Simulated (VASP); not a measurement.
A run of VASP 6.6.1 is set up as follows.

Contents of INCAR:

```
PREC = Accurate
ENCUT = 520
EDIFF = 1E-7
ISMEAR = 0
SIGMA = 0.15
LREAL = F
LASPH = T
NELM = 80
ALGO = Normal
ISIF = 2
LWAVE = F
LCHARG = T
GGA = PS
LELF = T
LVHAR = T
NBANDS = 14
```

Contents of KPOINTS:

```
Automatic mesh
0
Gamma
  16 16 16
```

File POSCAR:

```
HfB
1.0
    0.0000000000      2.3936993068      2.3936993068
    2.3379261130      0.0000000000      2.3936993068
    2.3379261130      2.3936993068      0.0000000000
Hf B
1 1
Direct
    0.4995230658      0.5004769342      0.5004769342
    0.0078748404     -0.0078748404     -0.0078748404
```

Potentials or basis: VASP PAW PBE potentials, release 64 (Hf_pv, B).

Run with:

```console
$ cat potpaw_PBE.64/Hf_pv/POTCAR potpaw_PBE.64/B/POTCAR > POTCAR
$ mpirun -np 1 vasp_std > vasp.out
```

Task: What does it give for the band gap on the k mesh?

Result: Zero (an odd number of electrons rules out a gap without spin polarisation).

Task: What does it give for the largest force?

Result: 0.419 eV/Å.

Forces on the atoms (eV/Å):
```
Hf  -0.419  0.000  0.000
B    0.419  0.000  0.000
```

Caveat: the cell differs from its parent crystal (atoms displaced along a vibrational mode, the cell strained); the PAW data sets were made with another functional, which shifts forces and pressure a little; spin-orbit coupling is left out, which moves the levels of the heavy elements.
